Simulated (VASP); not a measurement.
The system is GaP.

```
Ga P
1.0
     0.00000    2.72525    2.72525
     2.72525    0.00000    2.72525
     2.72525    2.72525    0.00000
Ga P
1 1
Direct
  0.00000 0.00000 0.00000
  0.75000 0.75000 0.75000
```

- Program: VASP 6.6.1
- Task: relaxation of cell and atoms
- Functional: RPBE
- Potentials or basis: VASP PAW PBE potentials, release 64 (Ga_d, P)
- Cutoff: 600 eV
- k mesh: 8 × 8 × 8
- Occupations: fermi-dirac, width 0.05 eV
- Spin: no spin polarisation

At the start: pressure 4.5 GPa; volume 20.24 Å³/atom.

Where does the relaxation end?

Over 3 steps the energy falls by 15.5 meV/atom and the volume is 21.41 Å³/atom (+5.8 %); space group F-43m (No. 216, to 0.05 Å).

Step by step:
| step | energy change (eV) | largest force (eV/Å) | pressure (GPa) | volume (Å³) |
| --- | --- | --- | --- | --- |
| 1 | 0.0000 | 0.0000 | 4.50 | 40.48 |
| 2 | -0.0252 | 0.0000 | -1.64 | 43.90 |
| 3 | -0.0310 | 0.0000 | -0.01 | 42.81 |

Final structure:
```
CELL_PARAMETERS angstrom
0.00000 2.77656 2.77656
2.77656 0.00000 2.77656
2.77656 2.77656 0.00000
ATOMIC_POSITIONS crystal
Ga 0.00000 0.00000 0.00000
P 0.75000 0.75000 0.75000
```

Caveat: the PAW data sets were made with another functional, which shifts forces and pressure a little.
